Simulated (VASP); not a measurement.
A run of VASP 6.6.1:

INCAR

```
SYSTEM = C
PREC = Accurate
ENCUT = 520
EDIFF = 1E-7
ISMEAR = 0
SIGMA = 0.05
LREAL = .False.
LASPH = .True.
NELM = 60
ALGO = Normal
ISIF = 2
LWAVE = .False.
LCHARG = .False.
GGA = PE
NBANDS = 11
```

The input KPOINTS:

```
Automatic mesh
0
Gamma
  12 12 12
  0 0 0
```

Contents of POSCAR:

```
C
1.0
    0.0000000000      1.7699067555      1.9491983099
    1.7699067555      0.0000000000      1.9491983099
    1.7699067555      1.7699067555      0.0000000000
C
2
Direct
    0.5000000000      0.5000000000      0.5000000000
    0.7500000000      0.7500000000      0.7500000000
```

Potentials or basis: VASP PAW PBE potentials, release 64 (C).

Run with:

```bash
$ cat potpaw_PBE.64/C/POTCAR > POTCAR
$ mpirun -np 1 vasp_std > vasp.out
```

Hardware: 1 thread of Intel(R) Xeon(R) Platinum 8488C (Sapphire Rapids), with other jobs on the host.

How long does it take, and how much memory?

Run time: 14 s on 1 thread of Intel(R) Xeon(R) Platinum 8488C (Sapphire Rapids), on a shared host, peak memory 0.12 GiB. Counts: scf iterations 11, k points 163.
